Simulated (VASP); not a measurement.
Here is a VASP 6.6.1 calculation.

File INCAR:

```
SYSTEM = SnSe2
ALGO = Normal
EDIFF = 1E-6
ENCUT = 520
GGA = PE
ISIF = 2
ISMEAR = 0
IVDW = 12
LASPH = .True.
LCHARG = .False.
LREAL = .False.
LWAVE = .False.
NBANDS = 20
NELM = 100
PREC = Accurate
SIGMA = 0.03
```

The input KPOINTS:

```
k-points
0
Gamma
  12 12 6
  0 0 0
```

POSCAR

```
SnSe2
1.0
    3.6470961658      0.0000000000      0.0000000000
   -1.8235480829      3.1584779297      0.0000000000
    0.0000000000      0.0000000000      6.1619218883
Sn Se
1 2
Direct
    0.0000000000      0.0000000000      0.0000000000
    0.3333333333      0.6666666667      0.2651529960
    0.6666666667      0.3333333333      0.7348470040
```

Potentials or basis: VASP PAW PBE potentials, release 64 (Sn_d, Se).

Launch:

```bash
$ cat potpaw_PBE.64/Sn_d/POTCAR potpaw_PBE.64/Se/POTCAR > POTCAR
$ mpirun -np 1 vasp_std > vasp.out
```

(1) Estimate the largest force.

(2) What does it give for the pressure?

(3) Predict the band gap on the k mesh.

(4) What does it give for the dispersion energy per atom?

Answers

(1) 0.238 eV/Å.

(2) 6.3 GPa.

(3) 0.33 eV (least direct gap 1.10 eV).

(4) -0.394 eV.

Caveat: the cell differs from its parent crystal (strain -0.050 along x and y, +0.025 along z); the cell stands under pressure; spin-orbit coupling is left out, which moves the levels of the heavy elements.
